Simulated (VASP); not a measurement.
Runs of VASP 6.6.1 on C. The structure is that of space group Fd-3m (No. 227), or close to it. The cells are those of the table. 

```csv
level,cell,k mesh,gap on the mesh (eV),pressure (GPa)
PBE,"a = 2.500 Å, angles 60.0°, 2 atoms",10 × 10 × 10,4.23,14.8
r2SCAN,"a = 2.567 Å, angles 60.0°, 2 atoms",10 × 10 × 10,4.25,(d)
PBE,"a = 2.517 Å, angles 60.0°, 2 atoms",12 × 12 × 12,4.17,(b)
r2SCAN,"a = 2.517 Å, angles 60.0°, 2 atoms",10 × 10 × 10,4.38,1.1
PBE,"a = 2.474 Å, angles 60.0°, 2 atoms",10 × 10 × 10,(a),31.0
PBE,"a = 2.525 Å, angles 60.0°, 2 atoms",10 × 10 × 10,4.16,0.7
r2SCAN,"a = 2.542 Å, angles 60.0°, 2 atoms",10 × 10 × 10,(c),-11.6
PBE,"a = 2.575 Å, angles 60.0°, 2 atoms",10 × 10 × 10,4.04,-22.2
```

Alike in all rows: task single point; potentials or basis VASP PAW PBE potentials, release 64 (C); no spin polarisation; cutoff (eV) 520; smearing gaussian 0.01 eV.

Fill in the values left out.

(a) 4.29; (b) 4.9; (c) 4.31; (d) -22.7.

Caveats: the PAW data sets were made with another functional, which shifts forces and pressure a little (some runs).

A k mesh can miss the band edges.
